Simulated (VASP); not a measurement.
A run of VASP 6.6.1 is set up as follows.

File INCAR:

```
SYSTEM = Pr4O
PREC = Accurate
ENCUT = 520
EDIFF = 1E-7
ISMEAR = 0
SIGMA = 0.1
LREAL = .FALSE.
LASPH = .TRUE.
NELM = 80
ALGO = Normal
ISIF = 2
LWAVE = .FALSE.
LCHARG = .FALSE.
GGA = PE
NBANDS = 37
```

KPOINTS

```
Automatic mesh
0
G
  4 4 4
  0 0 0
```

POSCAR

```
Pr4O
1.0
    4.9773611900      0.0000000000      0.0000000000
    0.0000000000      4.9773611900      0.0000000000
    0.0000000000      0.0000000000      5.2558628000
Pr O
4 1
Direct
    0.7407732000      0.7407732000      0.5000000000
    0.2592268000      0.2592268000      0.5000000000
    0.2592268000      0.7407732000      0.5000000000
    0.7407732000      0.2592268000      0.5000000000
    0.5000000000      0.5000000000      0.0000000000
```

Potentials or basis: VASP PAW PBE potentials, release 64 (Pr, O).

Launch:

```bash
$ cat potpaw_PBE.64/Pr/POTCAR potpaw_PBE.64/O/POTCAR > POTCAR
$ mpirun -np 1 vasp_std > vasp.out
```

(1) What does it give for the largest force?

(2) Predict the pressure.

(3) What does it give for the band gap on the k mesh?

## Answers

(1) 2.085 eV/Å.

(2) 9.0 GPa.

(3) zero (band 29 reaches 5.58 eV, above the bottom of band 30 at 5.54 eV).

Caveat: spin-orbit coupling is left out, which moves the levels of the heavy elements; the run has no spin polarisation, though such a crystal can be magnetic; without U or exact exchange the open f shell lies at the Fermi level, which spoils levels, moments and volumes; forces of over 1 eV/Å act on the atoms, so gaps and moduli don't describe the material at rest.
